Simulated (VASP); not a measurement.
The system is Co.

```
CELL_PARAMETERS angstrom
0.00000 1.79935 1.79935
1.79935 0.00000 1.79935
3.59870 3.59870 0.00000
ATOMIC_POSITIONS crystal
Co 0.00000 0.00000 0.00000
Co 0.00000 0.00000 0.50000
```

This isn't the form of Co at room conditions, which is hcp.

Base run:

```yaml
Program: VASP 6.6.1
Functional: PBE
Potentials_or_basis: VASP PAW PBE potentials, release 64 (Co)
Cutoff: 520 eV
k_mesh: 12 × 12 × 6
Occupations: fermi-dirac, width 0.05 eV
Spin: collinear spin, ferromagnetic start
Starting_moments: "[3.0, 3.0] μB"
```

Its results: pressure -11.7 GPa.

**Question.** After a change of settings the same cell gave: pressure -23.5 GPa. Which change was it?
A. spin from collinear spin, ferromagnetic start to no spin polarisation; further incar settings from ALGO = Normal; EDIFF = 1e-06; NBANDS = 20 to ALGO = Normal; EDIFF = 1e-07; NBANDS = 16
B. spin from collinear spin, ferromagnetic start to collinear spin; moments at the start from [3.0, 3.0] to [0.0, 3.0]
C. moments at the start from [3.0, 3.0] to [1.95, 1.95]
D. further incar settings from ALGO = Normal; EDIFF = 1e-06; NBANDS = 20 to ALGO = Normal; EDIFF = 1e-07; NBANDS = 20; moments at the start from [3.0, 3.0] to [1.98, 1.98]

**Answer.** A.

Caveats: the cell stands under tension.
